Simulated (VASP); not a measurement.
Here is a VASP 6.6.1 calculation.

INCAR

```
ALGO = Normal ; DIPOL = 0.5 0.5 0.342
EDIFF = 1E-6 ; ENCUT = 520
GGA = PE ; IDIPOL = 3
ISIF = 2 ; ISMEAR = 0
ISPIN = 2 ; LASPH = T
LCHARG = F ; LDIPOL = T
LMAXMIX = 4 ; LORBIT = 11
LREAL = F ; LWAVE = F
MAGMOM = 0 0 0 0 0 0 2 ; NBANDS = 42
NELM = 150 ; PREC = Accurate
SIGMA = 0.1
```

The input KPOINTS:

```
k-points
0
Gamma
  9 9 1
```

File POSCAR:

```
Ti3N3O
1.0
    3.0028555065      0.0000000000      0.0000000000
   -1.5014277533      2.6005491526      0.0000000000
    0.0000000000      0.0000000000     23.0541471875
N Ti O
3 3 1
Direct
    0.3333333333      0.6666666667      0.1735045746
    0.0000000000      0.0000000000      0.2798551255
    0.6666666667      0.3333333333      0.3877458571
    0.6666666667      0.3333333333      0.2266798501
    0.3333333333      0.6666666667      0.3342486897
    0.0000000000      0.0000000000      0.4361101326
    0.0000000000      0.0000000000      0.5579970963
```

Potentials or basis: VASP PAW PBE potentials, release 64 (N, Ti_sv, O).

The run is started by

```sh
$ cat potpaw_PBE.64/N/POTCAR potpaw_PBE.64/Ti_sv/POTCAR potpaw_PBE.64/O/POTCAR > POTCAR
$ mpirun -np 1 vasp_std > vasp.out
```

**Question.** What does it give for the site moments?

**Answer.** N +0.00, -0.00; Ti -0.00, +0.04, -0.12; O +1.28 μB.

**Question.** What does it give for the net moment?

**Answer.** 1.38 μB per cell.

Forces in eV/Å, atoms in the order of the input:
```
N    0.000  0.000  4.209
N    0.000  0.000  1.252
N    0.000  0.000  0.105
Ti   0.000  0.000 -5.436
Ti   0.000  0.000 -0.137
Ti   0.000  0.000  2.174
O    0.000  0.000 -2.167
```
